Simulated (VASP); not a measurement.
# BW3 (Pm-3n) in VASP: single point with PBE

Aim: the single point of BW3 with PBE.

All numbers are computed with VASP 6.6.1; they aren't measurements. Logs are shortened: lines on timing, memory, paths and dates and some standing lists are left out, and cuts for length are marked.

### 1 The cell of the first run

Symmetry: Pm-3n, No. 223, cubic system. The conventional cell has a = 4.809 Å, b = 4.809 Å, c = 4.809 Å, α = 90.00°, β = 90.00°, γ = 90.00°. B (site symmetry m-3) has 12 W at 2.69 Å within 3.5 Å. Within 3.2 Å of W (site symmetry -4m2) lie 10 W at 2.40 to 2.94 Å and 4 B at 2.69 Å.

### 2 Single point, PBE

The input, INCAR:

```
SYSTEM = BW3
PREC     = Accurate       ! precision mode
ENCUT    = 520            ! plane-wave cutoff, eV
EDIFF    = 1E-6           ! SCF threshold, eV
ISMEAR   = 0              ! smearing method
SIGMA    = 0.1            ! smearing width, eV
LREAL    = .FALSE.        ! projectors in reciprocal space
LASPH    = .TRUE.         ! aspherical terms in the spheres
NELM     = 80             ! most SCF steps
ALGO     = Fast           ! electronic algorithm
ISIF     = 2              ! what is computed and relaxed
LWAVE    = .FALSE.        ! write WAVECAR
LCHARG   = .TRUE.         ! write CHGCAR
GGA      = PE             ! functional
LELF     = .TRUE.         ! ELF
LVHAR    = .TRUE.       
NBANDS   = 55             ! bands
```

The input, KPOINTS:

```
Automatic mesh
0
G
  8 8 8
  0 0 0
```

The input, POSCAR:

```
BW3
1.0
    4.8087979862      0.0000000000      0.0000000000
    0.0000000000      4.8087979862      0.0000000000
    0.0000000000      0.0000000000      4.8087979862
B W
2 6
Direct
    0.0000000000      0.0000000000      0.0000000000
    0.5000000000      0.5000000000      0.5000000000
    0.2500000000      0.0000000000      0.5000000000
    0.5000000000      0.7500000000      0.0000000000
    0.7500000000      0.0000000000      0.5000000000
    0.5000000000      0.2500000000      0.0000000000
    0.0000000000      0.5000000000      0.7500000000
    0.0000000000      0.5000000000      0.2500000000
```

Potentials or basis: VASP PAW PBE potentials, release 64 (B, W_sv).

Command:

```bash
$ cat potpaw_PBE.64/B/POTCAR potpaw_PBE.64/W_sv/POTCAR > POTCAR
$ mpirun -np 1 vasp_std > vasp.out
```

OUTCAR:

```text
SYSTEM = BW3
   PREC = Accurate
   ENCUT = 520
   EDIFF = 1E-6
   ISMEAR = 0
   LREAL = .FALSE.
   LASPH = .TRUE.
   NELM = 80
   ISIF = 2
   GGA = PE

 ion  position               nearest neighbor table
   1  0.000  0.000  0.000-   3 2.69   4 2.69   5 2.69   6 2.69   7 2.69   8 2.69   3 2.69   5 2.69
                             7 2.69   8 2.69   4 2.69   6 2.69
   2  0.500  0.500  0.500-   3 2.69   4 2.69   5 2.69   6 2.69   7 2.69   8 2.69   4 2.69   6 2.69
                             3 2.69   5 2.69   7 2.69   8 2.69
   3  0.250  0.000  0.500-   5 2.40   5 2.40   1 2.69   1 2.69   2 2.69   2 2.69   8 2.94   4 2.94
                             4 2.94   6 2.94   6 2.94   7 2.94   8 2.94   7 2.94
   4  0.500  0.750  0.000-   6 2.40   6 2.40   1 2.69   2 2.69   2 2.69   1 2.69   8 2.94   5 2.94
                             3 2.94   5 2.94   3 2.94   7 2.94   7 2.94   8 2.94
   5  0.750  0.000  0.500-   3 2.40   3 2.40   1 2.69   1 2.69   2 2.69   2 2.69   8 2.94   4 2.94
                             4 2.94   6 2.94   6 2.94   7 2.94   8 2.94   7 2.94
   6  0.500  0.250  0.000-   4 2.40   4 2.40   1 2.69   2 2.69   2 2.69   1 2.69   8 2.94   3 2.94
                             3 2.94   5 2.94   5 2.94   7 2.94   7 2.94   8 2.94
   7  0.000  0.500  0.750-   8 2.40   8 2.40   1 2.69   2 2.69   1 2.69   2 2.69   3 2.94   4 2.94
                             5 2.94   3 2.94   5 2.94   6 2.94   4 2.94   6 2.94
   8  0.000  0.500  0.250-   7 2.40   7 2.40   1 2.69   2 2.69   1 2.69   2 2.69   3 2.94   4 2.94
                             5 2.94   3 2.94   5 2.94   6 2.94   4 2.94   6 2.94

  LATTYP: Found a simple cubic cell.
 ALAT       =     4.8087979862

  Lattice vectors:

 A1 = (   4.8087979862,   0.0000000000,   0.0000000000)
 A2 = (   0.0000000000,   4.8087979862,   0.0000000000)
 A3 = (   0.0000000000,   0.0000000000,   4.8087979862)

Analysis of symmetry for initial positions (statically):
=====================================================================
 Subroutine PRICEL returns:
 Original cell was already a primitive cell.

 Routine SETGRP: Setting up the symmetry group for a
 simple cubic supercell.

 Subroutine GETGRP returns: Found 48 space group operations
 (whereof 24 operations were pure point group operations)
 out of a pool of 48 trial point group operations.

The static configuration has the point symmetry T_h .
 The point group associated with its full space group is O_h .

Analysis of symmetry for dynamics (positions and initial velocities):
=====================================================================
 Subroutine PRICEL returns:
 Original cell was already a primitive cell.

 Routine SETGRP: Setting up the symmetry group for a
 simple cubic supercell.

 Subroutine GETGRP returns: Found 48 space group operations
 (whereof 24 operations were pure point group operations)
 out of a pool of 48 trial point group operations.

The dynamic configuration has the point symmetry T_h .
 The point group associated with its full space group is O_h .

 Subroutine INISYM returns: Found 48 space group operations
 (whereof 24 operations are pure point group operations),
 and found     1 'primitive' translations

----------------------------------------------------------------------------------------

                                     Primitive cell

  volume of cell :     111.2012

  direct lattice vectors                    reciprocal lattice vectors
     4.808797986  0.000000000  0.000000000     0.207952175  0.000000000  0.000000000
     0.000000000  4.808797986  0.000000000     0.000000000  0.207952175  0.000000000
     0.000000000  0.000000000  4.808797986     0.000000000  0.000000000  0.207952175

  length of vectors
     4.808797986  4.808797986  4.808797986     0.207952175  0.207952175  0.207952175

  position of ions in fractional coordinates (direct lattice)
     0.000000000  0.000000000  0.000000000
     0.500000000  0.500000000  0.500000000
     0.250000000  0.000000000  0.500000000
     0.500000000  0.750000000  0.000000000
     0.750000000  0.000000000  0.500000000
     0.500000000  0.250000000  0.000000000
     0.000000000  0.500000000  0.750000000
     0.000000000  0.500000000  0.250000000

  ion indices of the primitive-cell ions
   primitive index   ion index
                 1           1
                 2           2
                 3           3
                 4           4
                 5           5
                 6           6
                 7           7
                 8           8

----------------------------------------------------------------------------------------

 KPOINTS: Automatic mesh

Automatic generation of k-mesh.
 Grid dimensions read from file:
 generate k-points for:    8    8    8

 Generating k-lattice:

  Cartesian coordinates                     Fractional coordinates (reciprocal lattice)
     0.025994022  0.000000000  0.000000000     0.125000000  0.000000000  0.000000000
     0.000000000  0.025994022  0.000000000     0.000000000  0.125000000  0.000000000
     0.000000000  0.000000000  0.025994022     0.000000000  0.000000000  0.125000000

  Length of vectors
     0.025994022  0.025994022  0.025994022

  Shift w.r.t. Gamma in fractional coordinates (k-lattice)
     0.000000000  0.000000000  0.000000000

 Subroutine IBZKPT returns following result:
 ===========================================

 Found     35 irreducible k-points:

 Following reciprocal coordinates:
            Coordinates               Weight
  0.000000  0.000000  0.000000      1.000000
  0.125000  0.000000  0.000000      6.000000
  0.250000  0.000000  0.000000      6.000000
  0.375000  0.000000  0.000000      6.000000
  0.500000  0.000000  0.000000      3.000000
  0.125000  0.125000  0.000000     12.000000
[... 16 lines left out ...]
  0.375000  0.375000  0.125000     24.000000
  0.500000  0.375000  0.125000     24.000000
 [... further k-points ...]
   k-points           NKPTS =     35   k-points in BZ     NKDIM =     35   number of bands    NBANDS=     55
   number of dos      NEDOS =    301   number of ions     NIONS =      8
   total plane-waves  NPLWV =  46656
   dimension x,y,z NGX =    36 NGY =   36 NGZ =   36
   dimension x,y,z NGXF=    72 NGYF=   72 NGZF=   72
   ions per type =               2   6
   NGX,Y,Z   is equivalent  to a cutoff of  12.45, 12.45, 12.45 a.u.
   NGXF,Y,Z  is equivalent  to a cutoff of  24.89, 24.89, 24.89 a.u.
 SYSTEM =  BW3
   PREC   = accura    normal or accurate (medium, high low for compatibility)
   ISTART =      0    job   : 0-new  1-cont  2-samecut
   ICHARG =      2    charge: 1-file 2-atom 10-const
   ISPIN  =      1    spin polarized calculation?
   LNONCOLLINEAR =      F non collinear calculations
   LSORBIT =      F    spin-orbit coupling
   LASPH  =      T    aspherical Exc in radial PAW
   ENCUT  =  520.0 eV  38.22 Ry    6.18 a.u.   8.94  8.94  8.94*2*pi/ulx,y,z
   NELM   =     80;   NELMIN=  2; NELMDL= -5     # of ELM steps
   EDIFF  = 0.1E-05   stopping-criterion for ELM
   LREAL  =      F    real-space projection
   EDIFFG = 0.1E-04   stopping-criterion for IOM
   NSW    =      0    number of steps for IOM
   IBRION =     -1    ionic relax: 0-MD 1-quasi-New 2-CG
   NFREE  =      0    steps in history (QN), initial steepest desc. (CG)
   ISIF   =      2    stress and relaxation
   ISYM   =      2    0-nonsym 1-usesym 2-fastsym
   POTIM  = 0.5000    time-step for ionic-motion
   TEBEG  =    0.0;   TEEND  =   0.0 temperature during run
   PSTRESS=    0.0 pullay stress
   NELECT =      90.0000    total number of electrons
   NUPDOWN=      -1.0000    fix difference up-down
   EMIN   =  10.00;   EMAX   =-10.00  energy-range for DOS
   EFERMI =   0.00;   METHOD = LEGACY
   ISMEAR =     0;   SIGMA  =   0.10  broadening in eV -4-tet -1-fermi 0-gaus
   EFERMI_NEDOS =   21; number of points for ismear=-14 and -15
   IALGO  =     68    algorithm
   IMIX   =      4    mixing-type and parameters
     AMIX     =   0.40;   BMIX     =  1.00
     AMIX_MAG =   1.60;   BMIX_MAG =  1.00
  volume/ion in A,a.u.               =      13.90        93.80
  Fermi-wavevector in a.u.,A,eV,Ry     =   1.525641  2.883044 31.668672  2.327582
  Thomas-Fermi vector in A             =   2.633784
   LORBIT       =      0    0 simple, 1 ext, 2 COOP (PROOUT), +10 PAW based schemes
   GGA     = PE    functional components
   LHFCALC =     F    Hartree Fock is set to
   AEXX    =    0.0000 exact exchange contribution
   IVDW    =     0    specifies the selected vdW correction
   LEPSILON=     F    determine dielectric tensor
   LRPA    =     F    only Hartree local field effects (RPA)
 non-spin polarized calculation
 RMM-DIIS sequential band-by-band and
 Gauss-broadening in eV      SIGMA  =   0.10
  energy-cutoff  :      520.00
  volume of cell :      111.20
 maximum number of plane-waves:      3022
 NGX is ok and might be reduce to    36
   NGX = 17   NGY = 17   NGZ = 17

 number of electron      89.9999968 magnetization

 Free energy of the ion-electron system (eV)
  ---------------------------------------------------
  ext. energy  EPLUGINS =         0.00000000
  ---------------------------------------------------
  free energy    TOTEN  =       -87.92550037 eV

  energy without entropy =      -87.90834280  energy(sigma->0) =      -87.91692159

 E-fermi :  10.6936     XC(G=0): -13.3229

 val. band max:       10.6891429999   @ k =   0.5000   0.3750   0.0000
 cond. band min:      10.7101061462   @ k =   0.5000   0.3750   0.1250
 fundamental gap:      0.0209631464
 Fermi energy:        10.6936020197

 k-point     1 :       0.0000    0.0000    0.0000
  band No.  band energies     occupation
      1     -63.4803      2.00000
      2     -63.4097      2.00000
      3     -63.4097      2.00000
      4     -63.1613      2.00000
      5     -63.1613      2.00000
      6     -63.1613      2.00000
[... 47 lines left out ...]
     54      14.9242      0.00000
     55      15.6221      0.00000

 k-point     2 :       0.1250    0.0000    0.0000
  band No.  band energies     occupation
      1     -63.4754      2.00000
      2     -63.4117      2.00000
      3     -63.4027      2.00000
      4     -63.1716      2.00000
      5     -63.1613      2.00000
      6     -63.1613      2.00000
[... 47 lines left out ...]
     54      14.6461      0.00000
     55      14.8502      0.00000

 k-point     3 :       0.2500    0.0000    0.0000
  band No.  band energies     occupation
      1     -63.4636      2.00000
      2     -63.4174      2.00000
      3     -63.3804      2.00000
      4     -63.2009      2.00000
      5     -63.1613      2.00000
      6     -63.1613      2.00000
[... 1152 lines left out ...]
 k-point    23 :       0.3750    0.3750    0.1250
  band No.  band energies     occupation
      1     -63.4252      2.00000
      2     -63.3648      2.00000
      3     -63.3363      2.00000
      4     -63.2518      2.00000
      5     -63.2384      2.00000
      6     -63.1718      2.00000
[... 47 lines left out ...]
     54      13.9203      0.00000
     55      14.3639      0.00000

 k-point    24 :       0.5000    0.3750    0.1250
  band No.  band energies     occupation
      1     -63.4238      2.00000
      2     -63.3563      2.00000
      3     -63.2979      2.00000
      4     -63.2955      2.00000
      5     -63.2434      2.00000
      6     -63.1718      2.00000
[... 47 lines left out ...]
     54      13.7485      0.00000
     55      14.1865      0.00000

 [... further k-points ...]

------------------------ aborting loop because EDIFF is reached ----------------------------------------

  FORCE on cell =-STRESS in cart. coord.  units (eV):
  Direction    XX          YY          ZZ          XY          YZ          ZX
  --------------------------------------------------------------------------------------
  -------------------------------------------------------------------------------------
  Total        0.7351164      0.7351164      0.7351164      0.0000000     -0.0000000     -0.0000000
  in kB       10.5914909     10.5914909     10.5914909      0.0000000     -0.0000000     -0.0000000
  external PRESSURE =      10.5914909 kB  Pullay stress =       0.0000000 kB

 VOLUME and BASIS-vectors are now :
 -----------------------------------------------------------------------------
  energy-cutoff  :      520.00
  volume of cell :      111.20
      direct lattice vectors                 reciprocal lattice vectors
     4.808797986  0.000000000  0.000000000     0.207952175  0.000000000  0.000000000
     0.000000000  4.808797986  0.000000000     0.000000000  0.207952175  0.000000000
     0.000000000  0.000000000  4.808797986     0.000000000  0.000000000  0.207952175

 POSITION                                       TOTAL-FORCE (eV/Angst)
 -----------------------------------------------------------------------------------
      0.00000      0.00000      0.00000         0.000000      0.000000      0.000000
      2.40440      2.40440      2.40440         0.000000      0.000000      0.000000
      1.20220      0.00000      2.40440         0.000000     -0.000000     -0.000000
      2.40440      3.60660      0.00000         0.000000      0.000000     -0.000000
      3.60660      0.00000      2.40440        -0.000000      0.000000      0.000000
      2.40440      1.20220      0.00000        -0.000000      0.000000     -0.000000
      0.00000      2.40440      3.60660         0.000000      0.000000      0.000000
      0.00000      2.40440      1.20220         0.000000     -0.000000      0.000000
 -----------------------------------------------------------------------------------
    total drift:                                0.000000      0.000000     -0.000000

  FREE ENERGIE OF THE ION-ELECTRON SYSTEM (eV)
  ---------------------------------------------------
  free  energy   TOTEN  =       -87.9255003748 eV

  energy  without entropy=      -87.9083427964  energy(sigma->0) =      -87.91692159
```

It took 3.7 min on 1 thread of AMD EPYC 7R43 (Zen 3), shared host; peak memory 0.26 GiB.

Results:

```
Free energy            : -87.9255 eV
Pressure               : 1.1 GPa
Band gap on the k mesh : zero (band 45 reaches 12.25 eV, above the bottom of band 46 at 9.72 eV)
```

Caveat: spin-orbit coupling is left out, which moves the levels of the heavy elements.
